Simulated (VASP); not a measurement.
Wanted: the native input for a VASP 6.6.1 run.

| Quantity | Value |
| --- | --- |
| Task | single point |
| Functional | PBEsol |
| Potentials or basis | VASP PAW PBE potentials, release 64 (Ir) |
| Cutoff | 500 eV |
| k mesh | 8 × 8 × 8 |
| Occupations | gaussian, width 0.1 eV |
| Spin | no spin polarisation |
| Dipole correction | no |
| Further INCAR settings | ALGO = Normal; EDIFF = 1e-06; NBANDS = 10 |

The structure of Ir lies in POSCAR:

```
Ir
1.0
    0.0000000000      1.9330876567      1.9330876567
    1.9330876567      0.0000000000      1.9330876567
    1.9330876567      1.9330876567      0.0000000000
Ir
1
Direct
    0.0000000000      0.0000000000      0.0000000000
```

This cell differs from its parent crystal: Hf replaced by Ir, lengths x 0.883, strained.

One way to write it, as run:

INCAR

```
SYSTEM = Ir
PREC = Accurate
ENCUT = 500
EDIFF = 1E-6
ISMEAR = 0
SIGMA = 0.1
LREAL = .False.
LASPH = .True.
NELM = 120
ALGO = Normal
ISIF = 2
LWAVE = .False.
LCHARG = .False.
GGA = PS
NBANDS = 10
GGA_COMPAT = .False.
```

KPOINTS

```
regular mesh
0
Gamma
  8 8 8
  0 0 0
```

Potentials or basis: VASP PAW PBE potentials, release 64 (Ir).

Launch:

```bash
$ cat potpaw_PBE.64/Ir/POTCAR > POTCAR
$ mpirun -np 1 vasp_std > vasp.out
```

It gave:

```
Pressure : -8.0 GPa
```

Caveat: the cell differs from its parent crystal (Hf replaced by Ir, lengths x 0.883, strained); the PAW data sets were made with another functional, which shifts forces and pressure a little.

Wall time 6.9 s on 1 thread of Intel Xeon 8259CL, on a shared host, peak memory 0.13 GiB.
